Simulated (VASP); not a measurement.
**C2N: single point with PBE**

C2N:

```
CELL_PARAMETERS angstrom
2.63426 -0.00020 0.00041
1.31616 3.40953 -0.00007
1.22881 0.40398 4.21591
ATOMIC_POSITIONS crystal
C 0.99442 0.22266 0.80677
C 0.44111 0.44948 0.67873
C 0.55889 0.55052 0.32127
C 0.00558 0.77734 0.19323
N 0.14291 0.79721 0.84634
N 0.85709 0.20279 0.15366
```

The cell was built from a structure type or drawn by symmetry, and may not be a known phase.

- Program: VASP 6.6.1
- Task: single point
- Functional: PBE
- Potentials or basis: VASP PAW PBE potentials, release 64 (C, N)
- Cutoff: 520 eV
- k mesh: 14 × 10 × 8
- Occupations: gaussian, width 0.02 eV
- Spin: no spin polarisation

```json
{
  "Pressure": "0.6 GPa",
  "Largest force": "0.072 eV/Å",
  "Band gap on the k mesh": "0.40 eV (least direct gap 1.58 eV)"
}
```

Forces on the atoms (eV/Å):
```
C    0.006  0.028 -0.066
C   -0.009 -0.011 -0.003
C    0.009  0.011  0.003
C   -0.006 -0.028  0.066
N    0.008 -0.019 -0.037
N   -0.008  0.019  0.037
```

Stress tensor (GPa, compression positive):
```
 0.00 -0.02 -0.01
-0.02  0.81  0.06
-0.01  0.06  0.96
```

Levels at points of the mesh, in eV from the valence-band top:
```csv
k point,band 9,band 10,band 11,band 12,band 13,band 14,band 15,band 16,band 17,band 18
"(0.00, 0.00, 0.00)",-7.70,-7.33,-6.62,-4.95,-2.58,1.70,3.07,3.68,4.76,6.37
"(0.50, 0.00, 0.00)",-9.70,-9.51,-6.87,-5.13,-3.87,2.36,3.52,4.62,4.62,5.77
"(0.00, 0.50, 0.00)",-7.78,-7.01,-4.67,-2.02,0.00,1.83,2.04,2.85,2.87,4.92
"(0.50, 0.50, 0.00)",-10.09,-9.71,-8.47,-5.51,-5.29,2.01,3.45,4.39,4.85,6.22
"(0.00, 0.00, 0.50)",-8.05,-7.07,-6.51,-3.67,-2.39,1.67,2.38,2.59,4.29,4.62
"(0.50, 0.00, 0.50)",-10.41,-9.17,-8.11,-5.33,-5.31,2.27,3.73,4.60,5.59,5.97
"(0.00, 0.50, 0.50)",-8.26,-7.52,-6.03,-2.11,-1.37,0.47,1.75,2.97,3.51,3.93
"(0.50, 0.50, 0.50)",-9.73,-8.93,-7.08,-5.30,-4.08,1.76,3.89,4.17,4.41,4.61
```

It took 3.2 min on 1 thread of Intel(R) Xeon(R) 6975P-C (Granite Rapids), with other jobs on the host, peak memory 0.43 GiB.

A k mesh can miss the band edges.
